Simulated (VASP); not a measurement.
Here is a VASP 6.6.1 calculation.

The input INCAR:

```
SYSTEM = Mg9Zn7O16
ALGO = Normal ; EDIFF = 1E-7
ENCUT = 520 ; GGA = PS
ISIF = 2 ; ISMEAR = -1
ISYM = 0 ; LASPH = .True.
LCHARG = .False. ; LREAL = Auto
LWAVE = .False. ; NBANDS = 236
NELM = 100 ; PREC = Accurate
SIGMA = 0.05
```

The input KPOINTS:

```
Automatic mesh
0
Gamma
  1 1 1
  0.25 0.25 0.25
```

The input POSCAR:

```
Mg9Zn7O16
1.0
    8.4745324113      0.0000000000      0.0000000000
    0.0000000000      8.4745324113      0.0000000000
    0.0000000000      0.0000000000      8.4745324113
O Mg Zn
32 18 14
Direct
    0.2504440000      0.0003460000      0.0029060000
    0.2523000000      0.0023520000      0.4986650000
    0.2471160000      0.4995890000      0.9978430000
    0.2476600000      0.4977480000      0.5019100000
    0.7504250000      0.0002710000      0.0006230000
    0.7487680000      0.9983480000      0.4995220000
    0.7516140000      0.4997590000      0.0020200000
    0.7519520000      0.5017360000      0.4981320000
    0.0028200000      0.2500400000      0.0024530000
    0.0028080000      0.2520290000      0.4983890000
    0.0027840000      0.7502610000      0.9999620000
    0.9976660000      0.7474380000      0.4999940000
    0.4982190000      0.2475580000      0.9976950000
    0.4979540000      0.2473470000      0.5022950000
    0.4980020000      0.7524320000      0.0000160000
    0.5028400000      0.7529420000      0.5008170000
    0.0019040000      0.9993950000      0.2476050000
    0.0004020000      0.9984520000      0.7519920000
    0.9963570000      0.4995830000      0.2499510000
    0.0028310000      0.5030530000      0.7501000000
    0.4975330000      0.9966200000      0.2501480000
    0.5012200000      0.0000160000      0.7502670000
    0.5008730000      0.5014850000      0.2503230000
    0.4983300000      0.5003990000      0.7498810000
    0.2474010000      0.2473000000      0.2502740000
    0.2537170000      0.2529340000      0.7504460000
    0.2497960000      0.7518760000      0.2483270000
    0.2508190000      0.7477800000      0.7524310000
    0.7509530000      0.2514840000      0.2507390000
    0.7494180000      0.2509180000      0.7497090000
    0.7495730000      0.7466670000      0.2526560000
    0.7503550000      0.7496370000      0.7479650000
    0.9994710000      0.0002830000      0.9994820000
    0.9989290000      0.4999540000      0.9995480000
    0.9996810000      0.4995900000      0.5003820000
    0.5014060000      0.0001600000      0.0004250000
    0.5007870000      0.0003560000      0.5003470000
    0.2507000000      0.2502490000      0.0002390000
    0.2503630000      0.2500760000      0.5004440000
    0.2504810000      0.7497810000      0.0004340000
    0.7501770000      0.7500450000      0.5003050000
    0.2499200000      0.9996090000      0.2506760000
    0.2505020000      0.5002560000      0.7498180000
    0.7482540000      0.4985420000      0.2500300000
    0.9990520000      0.2491380000      0.2505040000
    0.9995670000      0.7497570000      0.2504470000
    0.0004160000      0.7508610000      0.7497010000
    0.5017760000      0.2507260000      0.7499650000
    0.4997730000      0.7489610000      0.2505020000
    0.5009720000      0.7496310000      0.7502510000
    0.0006830000      0.9999650000      0.4998220000
    0.4994210000      0.4998660000      0.9998310000
    0.5001240000      0.5000370000      0.5002620000
    0.2504810000      0.7498660000      0.5003130000
    0.7504490000      0.2499910000      0.0001850000
    0.7505400000      0.2500180000      0.5002320000
    0.7502550000      0.7497360000      0.0005950000
    0.2513350000      0.0001230000      0.7510870000
    0.2482420000      0.4994830000      0.2498320000
    0.7495930000      0.9991120000      0.2503300000
    0.7504170000      0.0000350000      0.7499730000
    0.7507310000      0.5004880000      0.7497310000
    0.0016730000      0.2505920000      0.7503230000
    0.4988680000      0.2488870000      0.2504660000
```

Potentials or basis: VASP PAW PBE potentials, release 64 (O, Mg, Zn).

The run is started by

```sh
$ cat potpaw_PBE.64/O/POTCAR potpaw_PBE.64/Mg/POTCAR potpaw_PBE.64/Zn/POTCAR > POTCAR
$ mpirun -np 1 vasp_std > vasp.out
```

Q: What does it give for the band gap on the k mesh?

A: 3.56 eV, indirect (the least direct gap lies 3.2 meV higher).

Q: Predict the pressure.

A: 0.2 GPa.

Forces on the atoms (eV/Å):
```
O   -0.003  0.004  0.036
O    0.056  0.044 -0.063
O   -0.031  0.006 -0.041
O   -0.037 -0.056  0.054
O   -0.003 -0.011 -0.009
O   -0.046 -0.047  0.019
O    0.042 -0.013  0.041
O    0.053  0.047 -0.067
O    0.030 -0.014  0.044
O    0.034  0.046 -0.059
O    0.028  0.001  0.002
O   -0.048 -0.030  0.017
O   -0.044 -0.048 -0.029
O   -0.041 -0.040  0.068
O   -0.049  0.056  0.001
O    0.045  0.035 -0.017
O    0.048  0.004 -0.048
O   -0.002 -0.057  0.046
O   -0.052  0.003 -0.002
O    0.028  0.037  0.002
O   -0.024 -0.029  0.009
O    0.003  0.000  0.013
O    0.062  0.044 -0.013
O   -0.038  0.000  0.010
O   -0.040 -0.032  0.014
O    0.032  0.044 -0.021
O    0.004  0.033 -0.053
O    0.003 -0.060  0.042
O    0.054  0.044 -0.018
O   -0.047 -0.011  0.012
O   -0.005 -0.053  0.053
O    0.003  0.010 -0.042
Mg   0.005  0.014  0.007
Mg   0.020 -0.019  0.008
Mg   0.008  0.001 -0.002
Mg  -0.008  0.007 -0.002
Mg  -0.010 -0.004 -0.006
Mg  -0.008 -0.005  0.006
Mg   0.000 -0.009 -0.002
Mg  -0.010  0.003 -0.011
Mg   0.005  0.009  0.001
Mg  -0.007  0.000  0.003
Mg   0.004  0.002 -0.003
Mg  -0.003  0.007 -0.005
Mg  -0.003  0.002 -0.002
Mg   0.004  0.008 -0.003
Mg  -0.004  0.007 -0.004
Mg   0.015 -0.004  0.010
Mg  -0.008 -0.006 -0.005
Mg  -0.007  0.013  0.004
Zn  -0.002 -0.006  0.003
Zn  -0.004  0.003  0.010
Zn  -0.014 -0.002 -0.008
Zn  -0.010  0.009  0.004
Zn  -0.003  0.006  0.003
Zn  -0.009 -0.001 -0.005
Zn   0.011 -0.001  0.000
Zn   0.007  0.010  0.007
Zn  -0.001 -0.001  0.003
Zn   0.011 -0.004  0.003
Zn  -0.004  0.002 -0.010
Zn   0.005 -0.003  0.005
Zn  -0.005  0.000  0.003
Zn   0.011  0.009 -0.011
```

Caveat: the k points lie up to 0.74 Å⁻¹ apart; the PAW data sets were made with another functional, which shifts forces and pressure a little. A hybrid or GW would open this gap; PBEsol tends to underestimate it.
